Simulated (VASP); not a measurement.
## GaAs: electric field gradients with PBE

GaAs:

```xyz
2
Lattice="0.0000 2.7886 2.7886 2.7886 0.0000 2.7886 2.7886 2.7886 0.0000" Properties=species:S:1:pos:R:3 pbc="T T T"
Ga    0.0000    0.0000    0.0000
As    4.1830    4.1830    4.1830
```

| Item | Value |
| --- | --- |
| Program | VASP 6.6.1 |
| Task | electric field gradients |
| Functional | PBE |
| Potentials or basis | VASP PAW PBE potentials, release 64 (Ga_d, As) |
| Cutoff | 520 eV |
| k mesh | 11 × 11 × 11 |
| Occupations | fermi-dirac, width 0.05 eV |
| Spin | no spin polarisation |
| Dipole correction | no |
| Further INCAR settings | ALGO = Normal; EDIFF = 1e-08; NBANDS = 16 |

```yaml
Pressure: 6.9 GPa
Band_gap_on_the_k_mesh: 0.83 eV
Largest_electric_field_gradient_by_atom: zero within the noise of the run
```

Levels at points of the mesh, in eV from the valence-band top:
```csv
k point,band 7,band 8,band 9,band 10,band 11,band 12
"(0.00, 0.00, 0.00)",0.00,0.00,0.00,0.83,3.74,3.74
```

It took 30 s on 1 thread of AMD EPYC 7R13 Processor (Zen 3) (shared host), peak memory 0.16 GiB.

Caveat: the cell stands under pressure; an odd mesh through Γ misses points on the zone boundary, where band edges can lie.
